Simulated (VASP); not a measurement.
# Co (Fd-3m) in VASP: notebook

Runs on Co. Level: r2SCAN. Tasks: relaxation of cell and atoms, single point.

All numbers are computed with VASP 6.6.1; they aren't measurements. Logs are shortened: lines on timing, memory, paths and dates and some standing lists are left out, and cuts for length are marked.

**1. The cell of the first run**

It takes space group Fd-3m (No. 227, cubic). Conventional cell: a = 4.627 Å, b = 4.627 Å, c = 4.627 Å, α = 90.00°, β = 90.00°, γ = 90.00°. Co (site symmetry -43m) has 4 Co at 2.00 Å within 2.7 Å.

This isn't the form of Co at room conditions, which is hcp.

**2. Relaxation of cell and atoms, r2SCAN, collinear spin, ferromagnetic start**

Contents of POSCAR:

```
Co
1.0
    0.0000000000      2.3137151500      2.3137151500
    2.3137151500      0.0000000000      2.3137151500
    2.3137151500      2.3137151500      0.0000000000
Co
2
Direct
    0.5000000000      0.5000000000      0.5000000000
    0.7500000000      0.7500000000      0.7500000000
```

Contents of INCAR.step1:

```
SYSTEM = Co
PREC = Accurate
ENCUT = 600
ISMEAR = 0
SIGMA = 0.1
LREAL = .FALSE.
LASPH = .TRUE.
NELM = 150
ISPIN = 2
MAGMOM = 1.85 1.85
LMAXMIX = 4
GGA = PE
ALGO = Normal
EDIFF = 1E-4
LWAVE = .TRUE.
LCHARG = .FALSE.
```

Contents of INCAR.step2:

```
SYSTEM = Co
PREC = Accurate
ENCUT = 600
EDIFF = 1E-6
ISMEAR = 0
SIGMA = 0.1
LREAL = .FALSE.
LASPH = .TRUE.
NELM = 150
ALGO = Normal
ISIF = 3
LWAVE = .FALSE.
LCHARG = .FALSE.
ISPIN = 2
MAGMOM = 1.85 1.85
LORBIT = 11
LMAXMIX = 4
METAGGA = R2SCAN
LMIXTAU = .TRUE.
IBRION = 2
NSW = 90
EDIFFG = -0.04
ISTART = 1
```

Contents of KPOINTS:

```
Automatic mesh
0
G
  6 6 6
  0 0 0
```

Potentials or basis: VASP PAW PBE potentials, release 64 (Co).

Launch:

```
$ cat potpaw_PBE.64/Co/POTCAR > POTCAR
$ cp INCAR.step1 INCAR
$ mpirun -np 1 vasp_std > vasp.out
$ cp INCAR.step2 INCAR
$ mpirun -np 1 vasp_std > vasp.out
```

OUTCAR:

```text
SYSTEM = Co
   PREC = Accurate
   ENCUT = 600
   EDIFF = 1E-6
   ISMEAR = 0
   LREAL = .FALSE.
   LASPH = .TRUE.
   NELM = 150
   ISIF = 3
   ISPIN = 2
   LORBIT = 11
   METAGGA = R2SCAN
   IBRION = 2
   NSW = 90
   EDIFFG = -0.04
   ISTART = 1

 ion  position               nearest neighbor table
   1  0.500  0.500  0.500-   2 2.00   2 2.00   2 2.00   2 2.00
   2  0.750  0.750  0.750-   1 2.00   1 2.00   1 2.00   1 2.00

  LATTYP: Found a face centered cubic cell.
 ALAT       =     4.6274303000

  Lattice vectors:

 A1 = (   0.0000000000,   2.3137151500,   2.3137151500)
 A2 = (   2.3137151500,   0.0000000000,   2.3137151500)
 A3 = (   2.3137151500,   2.3137151500,   0.0000000000)

Analysis of symmetry for initial positions (statically):
=====================================================================
 Subroutine PRICEL returns:
 Original cell was already a primitive cell.

 Routine SETGRP: Setting up the symmetry group for a
 face centered cubic supercell.

 Subroutine GETGRP returns: Found 48 space group operations
 (whereof 24 operations were pure point group operations)
 out of a pool of 48 trial point group operations.

The static configuration has the point symmetry T_d .
 The point group associated with its full space group is O_h .

Analysis of symmetry for dynamics (positions and initial velocities):
=====================================================================
 Subroutine PRICEL returns:
 Original cell was already a primitive cell.

 Routine SETGRP: Setting up the symmetry group for a
 face centered cubic supercell.

 Subroutine GETGRP returns: Found 48 space group operations
 (whereof 24 operations were pure point group operations)
 out of a pool of 48 trial point group operations.

The dynamic configuration has the point symmetry T_d .
 The point group associated with its full space group is O_h .

Analysis of structural, dynamic, and magnetic symmetry:
=====================================================================
 Subroutine PRICEL returns:
 Original cell was already a primitive cell.

 Routine SETGRP: Setting up the symmetry group for a
 face centered cubic supercell.

 Subroutine GETGRP returns: Found 48 space group operations
 (whereof 24 operations were pure point group operations)
 out of a pool of 48 trial point group operations.

The overall configuration has the point symmetry T_d .
 The point group associated with its full space group is O_h .

 Subroutine INISYM returns: Found 48 space group operations
 (whereof 24 operations are pure point group operations),
 and found     1 'primitive' translations

----------------------------------------------------------------------------------------

                                     Primitive cell

  volume of cell :      24.7719

  direct lattice vectors                    reciprocal lattice vectors
     0.000000000  2.313715150  2.313715150    -0.216102661  0.216102661  0.216102661
     2.313715150  0.000000000  2.313715150     0.216102661 -0.216102661  0.216102661
     2.313715150  2.313715150  0.000000000     0.216102661  0.216102661 -0.216102661

  length of vectors
     3.272087345  3.272087345  3.272087345     0.374300788  0.374300788  0.374300788

  position of ions in fractional coordinates (direct lattice)
     0.500000000  0.500000000  0.500000000
     0.750000000  0.750000000  0.750000000

  ion indices of the primitive-cell ions
   primitive index   ion index
                 1           1
                 2           2

----------------------------------------------------------------------------------------

 KPOINTS: Automatic mesh

Automatic generation of k-mesh.
 Grid dimensions read from file:
 generate k-points for:    6    6    6

 Generating k-lattice:

  Cartesian coordinates                     Fractional coordinates (reciprocal lattice)
    -0.036017110  0.036017110  0.036017110     0.166666667  0.000000000  0.000000000
     0.036017110 -0.036017110  0.036017110     0.000000000  0.166666667  0.000000000
     0.036017110  0.036017110 -0.036017110     0.000000000  0.000000000  0.166666667

  Length of vectors
     0.062383465  0.062383465  0.062383465

  Shift w.r.t. Gamma in fractional coordinates (k-lattice)
     0.000000000  0.000000000  0.000000000

 Subroutine IBZKPT returns following result:
 ===========================================

 Found     16 irreducible k-points:

 Following reciprocal coordinates:
            Coordinates               Weight
  0.000000  0.000000  0.000000      1.000000
  0.166667  0.000000  0.000000      8.000000
  0.333333  0.000000  0.000000      8.000000
  0.500000  0.000000  0.000000      4.000000
  0.166667  0.166667  0.000000      6.000000
  0.333333  0.166667  0.000000     24.000000
[... 8 lines left out ...]
 -0.333333  0.333333  0.166667     24.000000
 -0.333333  0.500000  0.166667     12.000000
   k-points           NKPTS =     16   k-points in BZ     NKDIM =     16   number of bands    NBANDS=     15
   number of dos      NEDOS =    301   number of ions     NIONS =      2
   total plane-waves  NPLWV =  21952
   dimension x,y,z NGX =    28 NGY =   28 NGZ =   28
   dimension x,y,z NGXF=    56 NGYF=   56 NGZF=   56
   ions per type =               2
   NGX,Y,Z   is equivalent  to a cutoff of  14.23, 14.23, 14.23 a.u.
   NGXF,Y,Z  is equivalent  to a cutoff of  28.45, 28.45, 28.45 a.u.
 SYSTEM =  Co
   PREC   = accura    normal or accurate (medium, high low for compatibility)
   ISTART =      1    job   : 0-new  1-cont  2-samecut
   ICHARG =      0    charge: 1-file 2-atom 10-const
   ISPIN  =      2    spin polarized calculation?
   LNONCOLLINEAR =      F non collinear calculations
   LSORBIT =      F    spin-orbit coupling
   LASPH  =      T    aspherical Exc in radial PAW
   ENCUT  =  600.0 eV  44.10 Ry    6.64 a.u.   6.54  6.54  6.54*2*pi/ulx,y,z
   NELM   =    150;   NELMIN=  2; NELMDL=  0     # of ELM steps
   EDIFF  = 0.1E-05   stopping-criterion for ELM
   LREAL  =      F    real-space projection
   EDIFFG = -.4E-01   stopping-criterion for IOM
   NSW    =     90    number of steps for IOM
   IBRION =      2    ionic relax: 0-MD 1-quasi-New 2-CG
   NFREE  =      1    steps in history (QN), initial steepest desc. (CG)
   ISIF   =      3    stress and relaxation
   ISYM   =      2    0-nonsym 1-usesym 2-fastsym
   POTIM  = 0.5000    time-step for ionic-motion
   TEBEG  =    0.0;   TEEND  =   0.0 temperature during run
   PSTRESS=    0.0 pullay stress
   NELECT =      18.0000    total number of electrons
   NUPDOWN=      -1.0000    fix difference up-down
   EMIN   =  10.00;   EMAX   =-10.00  energy-range for DOS
   EFERMI =   0.00;   METHOD = LEGACY
   ISMEAR =     0;   SIGMA  =   0.10  broadening in eV -4-tet -1-fermi 0-gaus
   EFERMI_NEDOS =   21; number of points for ismear=-14 and -15
   IALGO  =     38    algorithm
   IMIX   =      4    mixing-type and parameters
     AMIX     =   0.40;   BMIX     =  1.00
     AMIX_MAG =   1.60;   BMIX_MAG =  1.00
  volume/ion in A,a.u.               =      12.39        83.58
  Fermi-wavevector in a.u.,A,eV,Ry     =   1.471790  2.781279 29.472465  2.166165
  Thomas-Fermi vector in A             =   2.586883
   LORBIT       =     11    0 simple, 1 ext, 2 COOP (PROOUT), +10 PAW based schemes
   METAGGA = R2SCAN    functional components
   LHFCALC =     F    Hartree Fock is set to
   AEXX    =    0.0000 exact exchange contribution
   IVDW    =     0    specifies the selected vdW correction
   LEPSILON=     F    determine dielectric tensor
   LRPA    =     F    only Hartree local field effects (RPA)
 conjugate gradient relaxation of ions
 spin polarized calculation
 Gauss-broadening in eV      SIGMA  =   0.10
  energy-cutoff  :      600.00
  volume of cell :       24.77
 maximum number of plane-waves:       869
 NGX is ok and might be reduce to    28
   NGX = 13   NGY = 13   NGZ = 13

--------------------------------------- Ionic step        1  -------------------------------------------

 number of electron      17.9999998 magnetization      -0.0005462

 number of electron      17.9999998 magnetization       0.0015283

 Free energy of the ion-electron system (eV)
  ---------------------------------------------------
  ext. energy  EPLUGINS =         0.00000000
  ---------------------------------------------------
  free energy    TOTEN  =       -22.86314907 eV

  energy without entropy =      -22.84884590  energy(sigma->0) =      -22.85599749

------------------------ aborting loop because EDIFF is reached ----------------------------------------

  FORCE on cell =-STRESS in cart. coord.  units (eV):
  Direction    XX          YY          ZZ          XY          YZ          ZX
  --------------------------------------------------------------------------------------
  -------------------------------------------------------------------------------------
  Total        4.2108600      4.2108600      4.2108600      0.0000000     -0.0000000     -0.0000000
  in kB      272.3464468    272.3464468    272.3464468      0.0000000     -0.0000000     -0.0000000
  external PRESSURE =     272.3464468 kB  Pullay stress =       0.0000000 kB
[... 61 lines left out ...]
--------------------------------------- Ionic step        3  -------------------------------------------

 number of electron      18.0000000 magnetization      -0.0013053

 Free energy of the ion-electron system (eV)
  ---------------------------------------------------
  ext. energy  EPLUGINS =         0.00000000
  ---------------------------------------------------
  free energy    TOTEN  =       -23.13241157 eV

  energy without entropy =      -23.11376579  energy(sigma->0) =      -23.12308868

 E-fermi :   6.7440     XC(G=0): -12.3794

 val. band max:        6.7173551454   @ k =  -0.1667   0.1667   0.0000
 cond. band min:       6.7755576032   @ k =   0.1667   0.1667   0.0000
 fundamental gap:      0.0582024578
 Fermi energy:         6.7439598791

 spin component 1

 k-point     1 :       0.0000    0.0000    0.0000
  band No.  band energies     occupation
      1      -0.6375      1.00000
      2       3.3710      1.00000
      3       3.3710      1.00000
      4       3.5739      1.00000
      5       3.5739      1.00000
      6       3.5739      1.00000
      7       5.6283      1.00000
      8       5.6283      1.00000
      9       5.6283      1.00000
     10       7.0053      0.00011
     11       7.0053      0.00011
     12      20.9646      0.00000
     13      20.9646      0.00000
     14      20.9646      0.00000
[... 256 lines left out ...]
      1       2.7128      1.00000
      2       2.7128      1.00000
      3       3.8942      1.00000
      4       3.8942      1.00000
      5       4.5298      1.00000
      6       4.5298      1.00000
      7       5.0453      1.00000
      8       5.0453      1.00000
      9       7.2078      0.00000
     10       7.2079      0.00000
     11       9.0934      0.00000
     12       9.0934      0.00000
     13      10.5912      0.00000
     14      10.5912      0.00000
     15      20.8042      0.00000
 Fermi energy:         6.7439598791

 spin component 2

 k-point     1 :       0.0000    0.0000    0.0000
  band No.  band energies     occupation
      1      -0.6374      1.00000
      2       3.3702      1.00000
      3       3.3703      1.00000
      4       3.5731      1.00000
      5       3.5731      1.00000
      6       3.5732      1.00000
      7       5.6274      1.00000
      8       5.6274      1.00000
      9       5.6274      1.00000
     10       7.0043      0.00012
     11       7.0043      0.00012
     12      20.9644      0.00000
     13      20.9644      0.00000
     14      20.9644      0.00000
[... 298 lines left out ...]
  FREE ENERGIE OF THE ION-ELECTRON SYSTEM (eV)
  ---------------------------------------------------
  free  energy   TOTEN  =       -23.1324115710 eV

  energy  without entropy=      -23.1137657941  energy(sigma->0) =      -23.12308868

 reached required accuracy - stopping structural energy minimisation

 total charge

# of ion       s       p       d       tot
------------------------------------------
    1        0.594   0.453   7.407   8.455
    2        0.594   0.453   7.407   8.455
--------------------------------------------------
tot          1.188   0.907  14.814  16.909

 magnetization (x)

# of ion       s       p       d       tot
------------------------------------------
    1        0.000   0.000  -0.001  -0.001
    2        0.000   0.000  -0.001  -0.001
--------------------------------------------------
tot          0.000   0.000  -0.002  -0.002
```

It took 2.7 min on 1 thread of Intel Xeon Platinum 8488C (Sapphire Rapids), shared host; peak memory 0.19 GiB.

What came out:

| Item | Value |
| --- | --- |
| Free energy | -23.1324 eV |
| Relaxed volume | 14.23 Å³/atom |
| Relaxed cell | a = 3.427 Å, b = 3.427 Å, c = 3.427 Å, α = 60.00°, β = 60.00°, γ = 60.00° |
| Space group after relaxing (to 0.1 Å) | Fd-3m (No. 227) |
| Energy gained by relaxing | 134.6 meV/atom |
| Ionic steps | 3 |
| Pressure after relaxing | -0.3 GPa |
| Band gap on the k mesh | zero (filled and empty bands overlap) |
| Net moment | 0.00 μB per cell |
| Valence electrons inside the program's atomic spheres | Co 8.46 |

The path:
| step | energy change (eV) | largest force (eV/Å) | pressure (GPa) | volume (Å³) |
| --- | --- | --- | --- | --- |
| 1 | 0.0000 | 0.0000 | 27.23 | 24.77 |
| 2 | 0.0069 | 0.0000 | -16.04 | 33.11 |
| 3 | -0.2693 | 0.0000 | -0.32 | 28.46 |

Final structure:
```yaml
crystal:
  lattice:
    - [0.00000, 2.42328, 2.42328]
    - [2.42328, 0.00000, 2.42328]
    - [2.42328, 2.42328, 0.00000]
  atoms:
    - { symbol: Co, position: [0.50000, 0.50000, 0.50000] }
    - { symbol: Co, position: [0.75000, 0.75000, 0.75000] }
```

Caveat: the k points lie up to 0.37 Å⁻¹ apart in the final cell, too coarse for converged energies and pressures of a metal; the moments typed at the start vanished in this run; the PAW data sets were made with another functional, which shifts forces and pressure a little.

[end of part 1 of 2]

The gap in the log of VASP goes by the Fermi energy; the results here count the filled bands.